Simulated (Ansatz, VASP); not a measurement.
# MoS2 in VASP and in Ansatz

```xyz
3
Lattice="1.5671 0.9364 5.9550 -1.5671 0.9364 5.9550 0.0000 -1.8729 5.9550" Properties=species:S:1:pos:R:3 pbc="T T T"
Mo    0.0000    0.0000    0.0000
S     0.0000   -0.0699   13.5125
S     0.0000    0.0699    4.3524
```

Change from the starting cell: mode 7 frozen in at -0.068 Å, normal strain along y +0.0350.

Alike in both runs: task single point; functional PBE; dispersion D3(BJ); k mesh 15 × 15 × 15; occupations gaussian, width 0.15 eV; no spin polarisation.

```csv
,VASP,Ansatz
version,VASP 6.6.1,Ansatz 0.2.0
potentials or method,"VASP PAW PBE potentials, release 64 (Mo_sv, S), cutoff 520 eV","scalar-relativistic, plane waves, PAW"
valence electrons in the cell,26,26
```

Ansatz gave:

- gap on the k mesh at the Fermi level (eV): none
- pressure (GPa): -3.8
- traceless stress, the component that is largest in VASP (GPa): 5.74
- rms of the force components (eV/Å): 0.325

Q: What did VASP give for the same quantities?

A: gap on the k mesh at the Fermi level (eV): none; pressure (GPa): -3.9; traceless stress, the component that is largest in VASP (GPa): 5.72; rms of the force components (eV/Å): 0.327.

Atom by atom the forces differ by 0.005 eV/Å (rms over components). A gap of «none» marks a metal or a gap that the smearing closes.
